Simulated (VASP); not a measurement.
## TaN: density of states with PBEsol+U

Crystal: TaN.

```
Ta N
1.0
     0.00000    2.21132    2.21132
     2.21132    0.00000    2.21132
     2.21132    2.21132    0.00000
Ta N
1 1
Direct
  0.50000 0.50000 0.50000
  0.00000 0.00000 0.00000
```

```
Program                 : VASP 6.6.1
Task                    : density of states
Functional              : PBEsol
Potentials or basis     : VASP PAW PBE potentials, release 64 (Ta_pv, N)
Cutoff                  : 520 eV
k mesh                  : 10 × 10 × 10
Occupations             : fermi-dirac, width 0.05 eV
Spin                    : no spin polarisation
Hubbard terms           : Ta d U = 8.0 eV
Dipole correction       : no
k mesh for the DOS      : 15 × 15 × 15
Occupations for the DOS : tetrahedron
Further INCAR settings  : ALGO = Normal; EDIFF = 1e-07
```

- Valence electrons inside the program's atomic spheres: Ta 8.68; N 3.79

Levels at points of the mesh, in eV from the Fermi level:
| k point | band 6 | band 7 | band 8 | band 9 | band 10 | band 11 |
| --- | --- | --- | --- | --- | --- | --- |
| (0.00, 0.00, 0.00) | -4.27 | -4.27 | -1.93 | -1.93 | -1.93 | 0.57 |

Eigenvalues of the final occupation matrices:
| site | spin | trace | eigenvalues |
| --- | --- | --- | --- |
| site 1 d | 1 | 1.09 | 0.17 0.17 0.25 0.25 0.25 |
| site 1 d | 2 | 1.09 | 0.17 0.17 0.25 0.25 0.25 |

Run time: 40 s on 1 thread of Intel Xeon 8259CL (shared host), peak memory 0.16 GiB.

Caveat: spin-orbit coupling is left out, which moves the levels of the heavy elements; U without spin polarisation on a metal has little footing.
